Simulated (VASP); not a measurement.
## PtS2: single point with PBEsol

PtS2:

```
Pt S
1.0
     3.48911    0.00000    0.00000
    -1.74456    3.02166    0.00000
     0.00000    0.00000    4.06383
Pt S
1 2
Direct
  0.00000 0.00000 0.00000
  0.66667 0.33333 0.70995
  0.33333 0.66667 0.29005
```

| Item | Value |
| --- | --- |
| Program | VASP 6.6.1 |
| Task | single point |
| Functional | PBEsol |
| Potentials or basis | VASP PAW PBE potentials, release 64 (Pt, S) |
| Cutoff | 520 eV |
| k mesh | 9 × 9 × 5 |
| Occupations | fermi-dirac, width 0.05 eV |
| Spin | no spin polarisation |

| Item | Value |
| --- | --- |
| Pressure | 19.8 GPa |
| Largest force | 0.030 eV/Å |
| Band gap on the k mesh | zero (band 11 reaches 11.02 eV, above the bottom of band 12 at 10.52 eV) |

Forces in eV/Å, atoms in the order of the input:
```
Pt   0.000  0.000  0.000
S    0.000  0.000  0.030
S    0.000  0.000 -0.030
```

Stress tensor (GPa, compression positive):
```
19.71  0.00  0.00
 0.00 19.71  0.00
 0.00  0.00 19.89
```

Levels at points of the mesh, in eV from the Fermi level:
| k point | band 9 | band 10 | band 11 | band 12 | band 13 | band 14 |
| --- | --- | --- | --- | --- | --- | --- |
| (0.00, 0.00, 0.00) | -1.55 | -1.55 | 0.39 | 0.39 | 0.65 | 2.76 |

It took 17 s on 1 thread of Intel(R) Xeon(R) 6975P-C (Granite Rapids) (shared host), peak memory 0.18 GiB.

Caveat: the PAW data sets were made with another functional, which shifts forces and pressure a little; spin-orbit coupling is left out, which moves the levels of the heavy elements.
